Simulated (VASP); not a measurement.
# ZrNbGe2 (P6mm) in VASP: relaxation of cell and atoms with PBE

Aim: the relaxation of cell and atoms of ZrNbGe2 with PBE.

Everything below comes from runs of VASP 6.6.1. Logs are shortened: lines on timing, memory, paths and dates and some standing lists are left out, and cuts for length are marked.

**1. The cell of the first run**

Symmetry: P6mm, No. 183, hexagonal system. Conventional cell: a = 4.447 Å, b = 4.447 Å, c = 5.616 Å, α = 90.00°, β = 90.00°, γ = 120.00°. Zr (site symmetry 6mm) has 2 Nb at 2.53 to 3.09 Å and 6 Ge at 2.94 Å within 3.3 Å. Within 3.3 Å of Nb (site symmetry 6mm) lie 2 Zr at 2.53 to 3.09 Å and 6 Ge at 2.79 Å. Ge (site symmetry 3m) has 3 Ge at 2.57 Å and 3 Nb at 2.79 Å and 3 Zr at 2.94 Å within 3.4 Å.

The cell was generated, and may not be a known phase.

**2. Relaxation of cell and atoms, PBE**

Input file INCAR:

```
SYSTEM = ZrNbGe2
PREC = Accurate
ENCUT = 600
EDIFF = 1E-7
ISMEAR = 0
SIGMA = 0.1
LREAL = .False.
LASPH = .True.
NELM = 60
ALGO = Normal
ISIF = 3
LWAVE = .False.
LCHARG = .False.
GGA = PE
IBRION = 2
NSW = 100
EDIFFG = -0.01
```

Input file KPOINTS:

```
Automatic mesh
0
Gamma
  12 12 8
  0 0 0
```

Input file POSCAR:

```
ZrNbGe2
1.0
    4.4469129475      0.0000000000      0.0000000000
   -2.2234564737      3.8511395809      0.0000000000
    0.0000000000      0.0000000000      5.6161353244
Zr Nb Ge
1 1 2
Direct
    0.0000000000      0.0000000000      0.1314263851
    0.0000000000      0.0000000000      0.6814416534
    0.3333333333      0.6666666667      0.8764189508
    0.6666666667      0.3333333333      0.8764189508
```

Potentials or basis: VASP PAW PBE potentials, release 64 (Zr_sv, Nb_sv, Ge_d).

Started as:

```
$ cat potpaw_PBE.64/Zr_sv/POTCAR potpaw_PBE.64/Nb_sv/POTCAR potpaw_PBE.64/Ge_d/POTCAR > POTCAR
$ mpirun -np 1 vasp_std > vasp.out
```

OUTCAR:

```text
SYSTEM = ZrNbGe2
   PREC = Accurate
   ENCUT = 600
   EDIFF = 1E-7
   ISMEAR = 0
   LREAL = .False.
   LASPH = .True.
   NELM = 60
   ISIF = 3
   GGA = PE
   IBRION = 2
   NSW = 100
   EDIFFG = -0.01

 ion  position               nearest neighbor table
   1  0.000  0.000  0.131-   2 2.53   3 2.94   4 2.94   3 2.94   4 2.94   4 2.94   3 2.94   2 3.09

   2  0.000  0.000  0.681-   1 2.53   3 2.79   4 2.79   3 2.79   4 2.79   4 2.79   3 2.79   1 3.09

   3  0.333  0.667  0.876-   4 2.57   4 2.57   4 2.57   2 2.79   2 2.79   2 2.79   1 2.94   1 2.94
                             1 2.94
   4  0.667  0.333  0.876-   3 2.57   3 2.57   3 2.57   2 2.79   2 2.79   2 2.79   1 2.94   1 2.94
                             1 2.94

  LATTYP: Found a hexagonal cell.
 ALAT       =     4.4469129475
 C/A-ratio  =     1.2629290006

  Lattice vectors:

 A1 = (   4.4469129475,   0.0000000000,   0.0000000000)
 A2 = (  -2.2234564737,   3.8511395809,   0.0000000000)
 A3 = (   0.0000000000,   0.0000000000,   5.6161353244)

Analysis of symmetry for initial positions (statically):
=====================================================================
 Subroutine PRICEL returns:
 Original cell was already a primitive cell.

 Routine SETGRP: Setting up the symmetry group for a
 hexagonal supercell.

 Subroutine GETGRP returns: Found 12 space group operations
 (whereof 12 operations were pure point group operations)
 out of a pool of 24 trial point group operations.

The static configuration has the point symmetry C_6v.

Analysis of symmetry for dynamics (positions and initial velocities):
=====================================================================
 Subroutine PRICEL returns:
 Original cell was already a primitive cell.

 Routine SETGRP: Setting up the symmetry group for a
 hexagonal supercell.

 Subroutine GETGRP returns: Found 12 space group operations
 (whereof 12 operations were pure point group operations)
 out of a pool of 24 trial point group operations.

The dynamic configuration has the point symmetry C_6v.

 Subroutine INISYM returns: Found 12 space group operations
 (whereof 12 operations are pure point group operations),
 and found     1 'primitive' translations

----------------------------------------------------------------------------------------

                                     Primitive cell

  volume of cell :      96.1802

  direct lattice vectors                    reciprocal lattice vectors
     4.446912948  0.000000000  0.000000000     0.224875101  0.129831700  0.000000000
    -2.223456474  3.851139581  0.000000000     0.000000000  0.259663401  0.000000000
     0.000000000  0.000000000  5.616135324     0.000000000  0.000000000  0.178058388

  length of vectors
     4.446912948  4.446912947  5.616135324     0.259663401  0.259663401  0.178058388

  position of ions in fractional coordinates (direct lattice)
     0.000000000  0.000000000  0.131426385
     0.000000000  0.000000000  0.681441653
     0.333333333  0.666666667  0.876418951
     0.666666667  0.333333333  0.876418951

  ion indices of the primitive-cell ions
   primitive index   ion index
                 1           1
                 2           2
                 3           3
                 4           4

----------------------------------------------------------------------------------------

 KPOINTS: Automatic mesh

Automatic generation of k-mesh.
 Grid dimensions read from file:
 generate k-points for:   12   12    8

 Generating k-lattice:

  Cartesian coordinates                     Fractional coordinates (reciprocal lattice)
     0.018739592  0.010819308  0.000000000     0.083333333  0.000000000  0.000000000
     0.000000000  0.021638617  0.000000000     0.000000000  0.083333333  0.000000000
     0.000000000  0.000000000  0.022257298     0.000000000  0.000000000  0.125000000

  Length of vectors
     0.021638617  0.021638617  0.022257298

  Shift w.r.t. Gamma in fractional coordinates (k-lattice)
     0.000000000  0.000000000  0.000000000

 Subroutine IBZKPT returns following result:
 ===========================================

 Found     95 irreducible k-points:

 Following reciprocal coordinates:
            Coordinates               Weight
  0.000000  0.000000  0.000000      1.000000
  0.083333  0.000000  0.000000      6.000000
  0.166667  0.000000  0.000000      6.000000
  0.250000  0.000000  0.000000      6.000000
  0.333333  0.000000  0.000000      6.000000
  0.416667  0.000000  0.000000      6.000000
[... 16 lines left out ...]
  0.250000  0.000000  0.125000     12.000000
  0.333333  0.000000  0.125000     12.000000
 [... further k-points ...]
   k-points           NKPTS =     95   k-points in BZ     NKDIM =     95   number of bands    NBANDS=     31
   number of dos      NEDOS =    301   number of ions     NIONS =      4
   total plane-waves  NPLWV =  62208
   dimension x,y,z NGX =    36 NGY =   36 NGZ =   48
   dimension x,y,z NGXF=    72 NGYF=   72 NGZF=   96
   ions per type =               1   1   2
   NGX,Y,Z   is equivalent  to a cutoff of  13.46, 13.46, 14.21 a.u.
   NGXF,Y,Z  is equivalent  to a cutoff of  26.92, 26.92, 28.42 a.u.
 SYSTEM =  ZrNbGe2
   PREC   = accura    normal or accurate (medium, high low for compatibility)
   ISTART =      0    job   : 0-new  1-cont  2-samecut
   ICHARG =      2    charge: 1-file 2-atom 10-const
   ISPIN  =      1    spin polarized calculation?
   LNONCOLLINEAR =      F non collinear calculations
   LSORBIT =      F    spin-orbit coupling
   LASPH  =      T    aspherical Exc in radial PAW
   ENCUT  =  600.0 eV  44.10 Ry    6.64 a.u.   8.88  8.88 11.22*2*pi/ulx,y,z
   NELM   =     60;   NELMIN=  2; NELMDL= -5     # of ELM steps
   EDIFF  = 0.1E-06   stopping-criterion for ELM
   LREAL  =      F    real-space projection
   EDIFFG = -.1E-01   stopping-criterion for IOM
   NSW    =    100    number of steps for IOM
   IBRION =      2    ionic relax: 0-MD 1-quasi-New 2-CG
   NFREE  =      1    steps in history (QN), initial steepest desc. (CG)
   ISIF   =      3    stress and relaxation
   ISYM   =      2    0-nonsym 1-usesym 2-fastsym
   POTIM  = 0.5000    time-step for ionic-motion
   TEBEG  =    0.0;   TEEND  =   0.0 temperature during run
   PSTRESS=    0.0 pullay stress
   NELECT =      53.0000    total number of electrons
   NUPDOWN=      -1.0000    fix difference up-down
   EMIN   =  10.00;   EMAX   =-10.00  energy-range for DOS
   EFERMI =   0.00;   METHOD = LEGACY
   ISMEAR =     0;   SIGMA  =   0.10  broadening in eV -4-tet -1-fermi 0-gaus
   EFERMI_NEDOS =   21; number of points for ismear=-14 and -15
   IALGO  =     38    algorithm
   IMIX   =      4    mixing-type and parameters
     AMIX     =   0.40;   BMIX     =  1.00
     AMIX_MAG =   1.60;   BMIX_MAG =  1.00
  volume/ion in A,a.u.               =      24.05       162.26
  Fermi-wavevector in a.u.,A,eV,Ry     =   1.342162  2.536319 24.509523  1.801399
  Thomas-Fermi vector in A             =   2.470338
   LORBIT       =      0    0 simple, 1 ext, 2 COOP (PROOUT), +10 PAW based schemes
   GGA     = PE    functional components
   LHFCALC =     F    Hartree Fock is set to
   AEXX    =    0.0000 exact exchange contribution
   IVDW    =     0    specifies the selected vdW correction
   LEPSILON=     F    determine dielectric tensor
   LRPA    =     F    only Hartree local field effects (RPA)
 conjugate gradient relaxation of ions
 non-spin polarized calculation
 Gauss-broadening in eV      SIGMA  =   0.10
  energy-cutoff  :      600.00
  volume of cell :       96.18
 maximum number of plane-waves:      3250
 NGX is ok and might be reduce to    36
   NGX = 17   NGY = 17   NGZ = 23

--------------------------------------- Ionic step        1  -------------------------------------------

 number of electron      52.9999998 magnetization

 Free energy of the ion-electron system (eV)
  ---------------------------------------------------
  ext. energy  EPLUGINS =         0.00000000
  ---------------------------------------------------
  free energy    TOTEN  =       -25.94249652 eV

  energy without entropy =      -25.92411062  energy(sigma->0) =      -25.93330357

------------------------ aborting loop because EDIFF is reached ----------------------------------------

  FORCE on cell =-STRESS in cart. coord.  units (eV):
  Direction    XX          YY          ZZ          XY          YZ          ZX
  --------------------------------------------------------------------------------------
  -------------------------------------------------------------------------------------
  Total        0.1704198      0.1704198      0.3073955      0.0000000      0.0000000      0.0000000
  in kB        2.8388681      2.8388681      5.1206207      0.0000000      0.0000000      0.0000000
  external PRESSURE =       3.5994523 kB  Pullay stress =       0.0000000 kB
[... 137 lines left out ...]
  energy  without entropy=      -25.9248027212  energy(sigma->0) =      -25.93394992

--------------------------------------- Ionic step        5  -------------------------------------------

 number of electron      52.9999996 magnetization

 Free energy of the ion-electron system (eV)
  ---------------------------------------------------
  ext. energy  EPLUGINS =         0.00000000
  ---------------------------------------------------
  free energy    TOTEN  =       -25.94313973 eV

  energy without entropy =      -25.92486747  energy(sigma->0) =      -25.93400360

 E-fermi :   6.3839     XC(G=0): -10.1230

 val. band max:        6.3752279979   @ k =   0.3333   0.0833   0.5000
 cond. band min:       6.3978928071   @ k =   0.2500   0.0000   0.1250
 fundamental gap:      0.0226648092
 Fermi energy:         6.3839027764

 k-point     1 :       0.0000    0.0000    0.0000
  band No.  band energies     occupation
      1     -48.4960      2.00000
      2     -42.8323      2.00000
      3     -24.8064      2.00000
      4     -24.6237      2.00000
      5     -24.6237      2.00000
      6     -20.9074      2.00000
[... 805 lines left out ...]
     30       7.9172      0.00000
     31       8.0870      0.00000

 [... further k-points ...]
[... 5 lines left out ...]
  --------------------------------------------------------------------------------------
  -------------------------------------------------------------------------------------
  Total       -0.0005514     -0.0005514      0.0082714     -0.0000000      0.0000000      0.0000000
  in kB       -0.0091467     -0.0091467      0.1371996     -0.0000000      0.0000000      0.0000000
  external PRESSURE =       0.0396354 kB  Pullay stress =       0.0000000 kB
[... 19 lines left out ...]
  FREE ENERGIE OF THE ION-ELECTRON SYSTEM (eV)
  ---------------------------------------------------
  free  energy   TOTEN  =       -25.9431397338 eV

  energy  without entropy=      -25.9248674747  energy(sigma->0) =      -25.93400360

 reached required accuracy - stopping structural energy minimisation
```

It took 21 min on 1 thread of Intel Xeon Platinum 8259CL at 2.50GHz (Skylake/Cascade Lake), shared host; peak memory 0.51 GiB.

What came out:

- Free energy: -25.9431 eV
- Relaxed volume: 24.15 Å³/atom
- Relaxed cell: a = 4.449 Å, b = 4.449 Å, c = 5.635 Å, α = 90.00°, β = 90.00°, γ = 120.00°
- Space group after relaxing (to 0.1 Å): P6mm (No. 183)
- Energy gained by relaxing: 0.2 meV/atom
- Ionic steps: 5
- Pressure after relaxing: 0.0 GPa
- Largest force after relaxing: 0.007 eV/Å
- Band gap on the k mesh: zero (an odd number of electrons rules out a gap without spin polarisation)

Forces on the atoms (eV/Å):
```
Zr   0.000  0.000 -0.004
Nb   0.000  0.000  0.007
Ge   0.000  0.000 -0.001
Ge   0.000  0.000 -0.001
```

Step by step:
| step | energy change (eV) | largest force (eV/Å) | pressure (GPa) | volume (Å³) |
| --- | --- | --- | --- | --- |
| 1 | 0.0000 | 0.0769 | 0.36 | 96.18 |
| 2 | 0.0002 | 0.1271 | -0.41 | 96.93 |
| 3 | -0.0005 | 0.0272 | 0.00 | 96.53 |
| 4 | -0.0006 | 0.0179 | 0.00 | 96.56 |
| 5 | -0.0006 | 0.0072 | 0.00 | 96.59 |

Final structure:
```
Zr Nb Ge
1.0
     4.44906    0.00000    0.00000
    -2.22453    3.85300    0.00000
     0.00000    0.00000    5.63467
Zr Nb Ge
1 1 2
Direct
  0.00000 0.00000 0.13168
  0.00000 0.00000 0.68161
  0.33333 0.66667 0.87621
  0.66667 0.33333 0.87621
```

The gap in the log of VASP goes by the Fermi energy; the results here count the filled bands.